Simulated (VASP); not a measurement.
# KF (P4/mmm) in VASP: settings compared

KF is run at these levels: HSE06, r2SCAN; tasks: single point.

Program: VASP 6.6.1. These are calculated values, not measurements. Logs are shortened: lines on timing, memory, paths and dates and some standing lists are left out, and cuts for length are marked.

## (1) The cell of the first run

The structure is tetragonal, space group P4/mmm (No. 123). Conventional cell: a = 3.227 Å, b = 3.227 Å, c = 3.179 Å, α = 90.00°, β = 90.00°, γ = 90.00°. Within 3.7 Å of K (site symmetry 4/mmm) lie 8 F at 2.78 Å and 6 K at 3.18 to 3.23 Å. Within 3.7 Å of F (site symmetry 4/mmm) lie 8 K at 2.78 Å and 6 F at 3.18 to 3.23 Å.

## (2) Single point, HSE06 (biaxial xy strain +1.5%)

Contents of POSCAR:

```
KF
1.0
    3.2265538034      0.0000000000      0.0000000000
    0.0000000000      3.2265538034      0.0000000000
    0.0000000000      0.0000000000      3.1788707423
K F
1 1
Direct
    0.0000000000      0.0000000000      0.0000000000
    0.5000000000      0.5000000000      0.5000000000
```

Contents of INCAR.step1:

```
ALGO     = Normal         # electronic algorithm
EDIFF    = 1E-5           # SCF threshold, eV
ENCUT    = 520            # plane-wave cutoff, eV
GGA      = PE             # functional
ISIF     = 2              # what is computed and relaxed
ISMEAR   = 0              # smearing method
LASPH    = True           # aspherical terms in the spheres
LCHARG   = False          # write CHGCAR
LREAL    = False          # projectors in reciprocal space
LWAVE    = True           # write WAVECAR
NBANDS   = 15             # bands
NELM     = 100            # most SCF steps
PREC     = Accurate       # precision mode
SIGMA    = 0.01           # smearing width, eV
```

Contents of INCAR.step2:

```
ALGO     = Normal         # electronic algorithm
EDIFF    = 1E-6           # SCF threshold, eV
ENCUT    = 520            # plane-wave cutoff, eV
GGA      = PE             # functional
HFSCREEN = 0.2079         # screening, 1/A
ISIF     = 2              # what is computed and relaxed
ISMEAR   = 0              # smearing method
ISTART   = 1            
LASPH    = True           # aspherical terms in the spheres
LCHARG   = False          # write CHGCAR
LHFCALC  = True           # exact exchange
LREAL    = False          # projectors in reciprocal space
LWAVE    = False          # write WAVECAR
NBANDS   = 15             # bands
NELM     = 100            # most SCF steps
PREC     = Accurate       # precision mode
PRECFOCK = Normal       
SIGMA    = 0.01           # smearing width, eV
```

Contents of KPOINTS:

```
k-points
0
Gamma
  6 6 6
```

Potentials or basis: VASP PAW PBE potentials, release 64 (K_sv, F).

The run is started by

```bash
cat potpaw_PBE.64/K_sv/POTCAR potpaw_PBE.64/F/POTCAR > POTCAR
cp INCAR.step1 INCAR
mpirun -np 1 vasp_std > vasp.out
cp INCAR.step2 INCAR
mpirun -np 1 vasp_std > vasp.out
```

OUTCAR:

```text
EDIFF = 1E-6
   ENCUT = 520
   GGA = PE
   HFSCREEN = 0.2079
   ISIF = 2
   ISMEAR = 0
   ISTART = 1
   LASPH = True
   LHFCALC = True
   LREAL = False
   NELM = 100
   PREC = Accurate
   PRECFOCK = Normal

 ion  position               nearest neighbor table
   1  0.000  0.000  0.000-   2 2.78   2 2.78   2 2.78   2 2.78   2 2.78   2 2.78   2 2.78   2 2.78

   2  0.500  0.500  0.500-   1 2.78   1 2.78   1 2.78   1 2.78   1 2.78   1 2.78   1 2.78   1 2.78

  LATTYP: Found a simple tetragonal cell.
 ALAT       =     3.2265538034
 C/A-ratio  =     0.9852216749

  Lattice vectors:

 A1 = (   3.2265538034,   0.0000000000,   0.0000000000)
 A2 = (   0.0000000000,   3.2265538034,   0.0000000000)
 A3 = (   0.0000000000,   0.0000000000,   3.1788707423)

Analysis of symmetry for initial positions (statically):
=====================================================================
 Subroutine PRICEL returns:
 Original cell was already a primitive cell.

 Routine SETGRP: Setting up the symmetry group for a
 simple tetragonal supercell.

 Subroutine GETGRP returns: Found 16 space group operations
 (whereof 16 operations were pure point group operations)
 out of a pool of 16 trial point group operations.

The static configuration has the point symmetry D_4h.

Analysis of symmetry for dynamics (positions and initial velocities):
=====================================================================
 Subroutine PRICEL returns:
 Original cell was already a primitive cell.

 Routine SETGRP: Setting up the symmetry group for a
 simple tetragonal supercell.

 Subroutine GETGRP returns: Found 16 space group operations
 (whereof 16 operations were pure point group operations)
 out of a pool of 16 trial point group operations.

The dynamic configuration has the point symmetry D_4h.

 Subroutine INISYM returns: Found 16 space group operations
 (whereof 16 operations are pure point group operations),
 and found     1 'primitive' translations

----------------------------------------------------------------------------------------

                                     Primitive cell

  volume of cell :      33.0941

  direct lattice vectors                    reciprocal lattice vectors
     3.226553803  0.000000000  0.000000000     0.309928196  0.000000000  0.000000000
     0.000000000  3.226553803  0.000000000     0.000000000  0.309928196  0.000000000
     0.000000000  0.000000000  3.178870742     0.000000000  0.000000000  0.314577119

  length of vectors
     3.226553803  3.226553803  3.178870742     0.309928196  0.309928196  0.314577119

  position of ions in fractional coordinates (direct lattice)
     0.000000000  0.000000000  0.000000000
     0.500000000  0.500000000  0.500000000

  ion indices of the primitive-cell ions
   primitive index   ion index
                 1           1
                 2           2

----------------------------------------------------------------------------------------

 KPOINTS: k-points

Automatic generation of k-mesh.
 Grid dimensions read from file:
 generate k-points for:    6    6    6

 Generating k-lattice:

  Cartesian coordinates                     Fractional coordinates (reciprocal lattice)
     0.051654699  0.000000000  0.000000000     0.166666667  0.000000000  0.000000000
     0.000000000  0.051654699  0.000000000     0.000000000  0.166666667  0.000000000
     0.000000000  0.000000000  0.052429520     0.000000000  0.000000000  0.166666667

  Length of vectors
     0.051654699  0.051654699  0.052429520

  Shift w.r.t. Gamma in fractional coordinates (k-lattice)
     0.000000000  0.000000000  0.000000000

 Subroutine IBZKPT returns following result:
 ===========================================

 Found     40 irreducible k-points:

 Following reciprocal coordinates:
            Coordinates               Weight
  0.000000  0.000000  0.000000      1.000000
  0.166667  0.000000  0.000000      4.000000
  0.333333  0.000000  0.000000      4.000000
  0.500000  0.000000  0.000000      2.000000
  0.166667  0.166667  0.000000      4.000000
  0.333333  0.166667  0.000000      8.000000
[... 16 lines left out ...]
  0.333333  0.000000  0.333333      8.000000
  0.500000  0.000000  0.333333      4.000000
 [... further k-points ...]
   k-points           NKPTS =     40   k-points in BZ     NKDIM =    216   number of bands    NBANDS=     15
   number of dos      NEDOS =    301   number of ions     NIONS =      2
   total plane-waves  NPLWV =  13824
   dimension x,y,z NGX =    24 NGY =   24 NGZ =   24
   dimension x,y,z NGXF=    48 NGYF=   48 NGZF=   48
   ions per type =               1   1
   NGX,Y,Z   is equivalent  to a cutoff of  12.37, 12.37, 12.55 a.u.
   NGXF,Y,Z  is equivalent  to a cutoff of  24.73, 24.73, 25.10 a.u.
 SYSTEM =  unknown system
   PREC   = accura    normal or accurate (medium, high low for compatibility)
   ISTART =      1    job   : 0-new  1-cont  2-samecut
   ICHARG =      0    charge: 1-file 2-atom 10-const
   ISPIN  =      1    spin polarized calculation?
   LNONCOLLINEAR =      F non collinear calculations
   LSORBIT =      F    spin-orbit coupling
   LASPH  =      T    aspherical Exc in radial PAW
   ENCUT  =  520.0 eV  38.22 Ry    6.18 a.u.   6.00  6.00  5.91*2*pi/ulx,y,z
   NELM   =    100;   NELMIN=  2; NELMDL=  0     # of ELM steps
   EDIFF  = 0.1E-05   stopping-criterion for ELM
   LREAL  =      F    real-space projection
   EDIFFG = 0.1E-04   stopping-criterion for IOM
   NSW    =      0    number of steps for IOM
   IBRION =     -1    ionic relax: 0-MD 1-quasi-New 2-CG
   NFREE  =      0    steps in history (QN), initial steepest desc. (CG)
   ISIF   =      2    stress and relaxation
   ISYM   =      3    0-nonsym 1-usesym 2-fastsym
   POTIM  = 0.5000    time-step for ionic-motion
   TEBEG  =    0.0;   TEEND  =   0.0 temperature during run
   PSTRESS=    0.0 pullay stress
   NELECT =      16.0000    total number of electrons
   NUPDOWN=      -1.0000    fix difference up-down
   EMIN   =  10.00;   EMAX   =-10.00  energy-range for DOS
   EFERMI =   0.00;   METHOD = LEGACY
   ISMEAR =     0;   SIGMA  =   0.01  broadening in eV -4-tet -1-fermi 0-gaus
   EFERMI_NEDOS =   21; number of points for ismear=-14 and -15
   IALGO  =     38    algorithm
   IMIX   =      1    mixing-type and parameters
     AMIX     =   0.40;   BMIX     =  1.00
     AMIX_MAG =   1.60;   BMIX_MAG =  1.00
  volume/ion in A,a.u.               =      16.55       111.67
  Fermi-wavevector in a.u.,A,eV,Ry     =   1.284886  2.428082 22.462294  1.650932
  Thomas-Fermi vector in A             =   2.417053
   LORBIT       =      0    0 simple, 1 ext, 2 COOP (PROOUT), +10 PAW based schemes
   GGA     = PE    functional components
   LHFCALC =     T    Hartree Fock is set to
   PRECFOCK=normal    Normal, Fast or Accurate (Low or Medium for compatibility)
   ENCUT4O =  -1.0   cutoff for four orbital integrals eV
   NKREDX  =     1    reduce k-point grid by
   NKREDY  =     1    reduce k-point grid by
   NKREDZ  =     1    reduce k-point grid by
   AEXX    =    0.2500 exact exchange contribution
   HFSCREEN=    0.2079 screening length (either q_TF or 0.3 A-1)
   HFSCREENC=   0.2079 screening length for correlation (either q_TF or 0.3 A-1)
   ENCUTFOCK=  -1.0 apply spherical cutoff to Coloumb kernel
   IVDW    =     0    specifies the selected vdW correction
   LEPSILON=     F    determine dielectric tensor
   LRPA    =     F    only Hartree local field effects (RPA)
 non-spin polarized calculation
 Gauss-broadening in eV      SIGMA  =   0.01
  energy-cutoff  :      520.00
  volume of cell :       33.09
 maximum number of plane-waves:       912
 NGX is ok and might be reduce to    24
  NGX = 18; NGY = 18; NGZ = 18

 number of electron      15.9999988 magnetization

 Free energy of the ion-electron system (eV)
  ---------------------------------------------------
  ext. energy  EPLUGINS =         0.00000000
  ---------------------------------------------------
  free energy    TOTEN  =        -9.77243874 eV

  energy without entropy =       -9.77243874  energy(sigma->0) =       -9.77243874

 E-fermi :  -3.3484     XC(G=0):  -7.6117

 val. band max:       -3.4496561213   @ k =   0.5000   0.5000   0.0000
 cond. band min:       5.1722217984   @ k =   0.0000   0.0000   0.0000
 fundamental gap:      8.6218779197
 Fermi energy:        -3.3484164272

 k-point     1 :       0.0000    0.0000    0.0000
  band No.  band energies     occupation
      1     -31.9366      2.00000
      2     -23.9767      2.00000
      3     -13.5522      2.00000
      4     -13.5522      2.00000
      5     -13.5061      2.00000
      6      -3.5382      2.00000
      7      -3.5382      2.00000
      8      -3.4872      2.00000
      9       5.1722      0.00000
     10       7.0865      0.00000
     11       7.1321      0.00000
     12      13.2471      0.00000
     13      13.3627      0.00000
     14      13.3627      0.00000
     15      20.5268      0.00000

 k-point     2 :       0.1667    0.0000    0.0000
  band No.  band energies     occupation
      1     -31.8995      2.00000
      2     -23.9872      2.00000
      3     -13.7453      2.00000
      4     -13.5189      2.00000
      5     -13.4743      2.00000
      6      -3.8865      2.00000
      7      -3.5730      2.00000
      8      -3.5176      2.00000
      9       5.9080      0.00000
     10       7.3487      0.00000
     11       7.7656      0.00000
     12      12.7854      0.00000
     13      12.8959      0.00000
     14      13.4546      0.00000
     15      18.8450      0.00000
[... 365 lines left out ...]
      3     -14.2393      2.00000
      4     -14.1271      2.00000
      5     -13.3658      2.00000
      6      -4.2503      2.00000
      7      -4.0006      2.00000
      8      -3.5675      2.00000
      9       7.8136      0.00000
     10       8.3006      0.00000
     11      11.0188      0.00000
     12      11.4800      0.00000
     13      11.7879      0.00000
     14      11.8010      0.00000
     15      17.0681      0.00000

 k-point    24 :       0.5000    0.0000    0.3333
  band No.  band energies     occupation
      1     -31.6814      2.00000
      2     -23.9169      2.00000
      3     -14.3747      2.00000
      4     -14.2327      2.00000
      5     -13.3404      2.00000
      6      -4.2665      2.00000
      7      -4.0222      2.00000
      8      -3.5451      2.00000
      9       7.8280      0.00000
     10       8.0449      0.00000
     11      11.2396      0.00000
     12      11.4655      0.00000
     13      11.5432      0.00000
     14      13.2210      0.00000
     15      16.0067      0.00000

 [... further k-points ...]
[... 5 lines left out ...]
  --------------------------------------------------------------------------------------
  -------------------------------------------------------------------------------------
  Total       -0.0008636     -0.0008636      0.2833176      0.0000000      0.0000000      0.0000000
  in kB       -0.0418090     -0.0418090     13.7161883      0.0000000      0.0000000      0.0000000
  external PRESSURE =       4.5441901 kB  Pullay stress =       0.0000000 kB

 VOLUME and BASIS-vectors are now :
 -----------------------------------------------------------------------------
  energy-cutoff  :      520.00
  volume of cell :       33.09
      direct lattice vectors                 reciprocal lattice vectors
     3.226553803  0.000000000  0.000000000     0.309928196  0.000000000  0.000000000
     0.000000000  3.226553803  0.000000000     0.000000000  0.309928196  0.000000000
     0.000000000  0.000000000  3.178870742     0.000000000  0.000000000  0.314577119

 POSITION                                       TOTAL-FORCE (eV/Angst)
 -----------------------------------------------------------------------------------
      0.00000      0.00000      0.00000         0.000000      0.000000      0.000000
      1.61328      1.61328      1.58944         0.000000      0.000000      0.000000
 -----------------------------------------------------------------------------------
    total drift:                               -0.000000     -0.000000      0.000000

  FREE ENERGIE OF THE ION-ELECTRON SYSTEM (eV)
  ---------------------------------------------------
  free  energy   TOTEN  =        -9.7724387443 eV

  energy  without entropy=       -9.7724387443  energy(sigma->0) =       -9.77243874
```

It took 18 min on 1 thread of Intel Xeon 6975P-C (Granite Rapids), shared host; peak memory 0.27 GiB.

Results:

- Free energy: -9.7724 eV
- Pressure: 0.5 GPa
- Band gap on the k mesh: 8.62 eV (least direct gap 8.66 eV)

Stress tensor (GPa, compression positive):
```
0.00 0.00 0.00
0.00 0.00 0.00
0.00 0.00 1.37
```

Caveat: the cell differs from its parent crystal (biaxial xy strain +1.5%); the structure was generated, so it needn't be the stable form of KF; the PAW data sets were made with another functional, which shifts forces and pressure a little. A k mesh can miss the band edges.

## (3) Single point, r2SCAN (biaxial xy strain +1.5%)

POSCAR is that of step 2.

Contents of INCAR.step1:

```
PREC = Accurate
ENCUT = 520
ISMEAR = 0
SIGMA = 0.01
LREAL = F
LASPH = T
NELM = 100
NBANDS = 15
GGA = PE
ALGO = Normal
EDIFF = 1E-4
LWAVE = T
LCHARG = F
```

Contents of INCAR.step2:

```
PREC = Accurate
ENCUT = 520
EDIFF = 1E-6
ISMEAR = 0
SIGMA = 0.01
LREAL = F
LASPH = T
NELM = 100
ALGO = Normal
ISIF = 2
LWAVE = F
LCHARG = F
METAGGA = R2SCAN
LMIXTAU = T
NBANDS = 15
ISTART = 1
```

Contents of KPOINTS:

```
regular mesh
0
Gamma
  8 8 8
```

Potentials or basis: VASP PAW PBE potentials, release 64 (K_sv, F).

The run is started by

```bash
cat potpaw_PBE.64/K_sv/POTCAR potpaw_PBE.64/F/POTCAR > POTCAR
cp INCAR.step1 INCAR
mpirun -np 1 vasp_std > vasp.out
cp INCAR.step2 INCAR
mpirun -np 1 vasp_std > vasp.out
```

It took 28 s on 1 thread of Intel Xeon 6975P-C (Granite Rapids), shared host; peak memory 0.16 GiB.

It converged, with:

| Item | Value |
| --- | --- |
| Free energy | -14.8561 eV |
| Pressure | -1.2 GPa |
| Band gap on the k mesh | 7.45 eV (least direct gap 7.49 eV) |

Stress tensor (GPa, compression positive):
```
-1.63  0.00  0.00
 0.00 -1.63  0.00
 0.00  0.00 -0.29
```

Levels at points of the mesh, in eV from the valence-band top:
```csv
k point,band 4,band 5,band 6,band 7,band 8,band 9,band 10,band 11,band 12,band 13
"(0.00, 0.00, 0.00)",-10.19,-10.14,-0.09,-0.09,-0.04,7.45,9.01,9.05,14.93,15.04
"(0.50, 0.00, 0.00)",-10.06,-10.03,-1.28,-0.23,-0.16,10.06,10.45,12.25,13.52,13.61
"(0.50, 0.50, 0.00)",-11.02,-9.94,-0.65,-0.65,0.00,9.45,9.87,13.02,13.02,15.77
"(0.00, 0.00, 0.50)",-10.05,-10.05,-1.28,-0.22,-0.22,10.13,10.57,12.33,13.42,13.42
"(0.50, 0.00, 0.50)",-11.00,-9.96,-0.67,-0.64,-0.05,9.31,9.94,12.79,12.91,15.90
"(0.50, 0.50, 0.50)",-10.78,-10.78,-1.14,-1.12,-1.12,11.39,11.39,11.57,16.69,16.82
```

Caveat: the cell differs from its parent crystal (biaxial xy strain +1.5%); the structure was generated, so it needn't be the stable form of KF; the PAW data sets were made with another functional, which shifts forces and pressure a little. A k mesh can miss the band edges.
